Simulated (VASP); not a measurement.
# ZnSe (zincblende type): single point with r2SCAN

ZnSe (zincblende type):

```
Zn Se
1.0
     0.00000    2.83212    2.83212
     2.83212    0.00000    2.83212
     2.83212    2.83212    0.00000
Zn Se
1 1
Direct
  0.00000 0.00000 0.00000
  0.25000 0.25000 0.25000
```

```yaml
Program: VASP 6.6.1
Task: single point
Functional: r2SCAN
Potentials_or_basis: VASP PAW PBE potentials, release 64 (Zn, Se)
Cutoff: 520 eV
k_mesh: 11 × 11 × 11
Occupations: fermi-dirac, width 0.05 eV
Spin: no spin polarisation
Dipole_correction: no
Further_INCAR_settings: ALGO = Normal; EDIFF = 1e-07; NBANDS = 16
```

* Pressure: 0.1 GPa
* Band gap on the k mesh: 1.87 eV, direct

Levels at points of the mesh, in eV from the valence-band top:
| k point | band 5 | band 6 | band 7 | band 8 | band 9 | band 10 | band 11 | band 12 | band 13 | band 14 |
| --- | --- | --- | --- | --- | --- | --- | --- | --- | --- | --- |
| (0.00, 0.00, 0.00) | -6.29 | -6.29 | 0.00 | 0.00 | 0.00 | 1.87 | 6.32 | 6.32 | 6.32 | 10.60 |

Wall time 86 s on 1 thread of Intel(R) Xeon(R) 6975P-C (Granite Rapids), with other jobs on the host, peak memory 0.19 GiB.

Caveat: the PAW data sets were made with another functional, which shifts forces and pressure a little. r2SCAN opens gaps a little over a GGA but as a rule still falls short of measured ones.
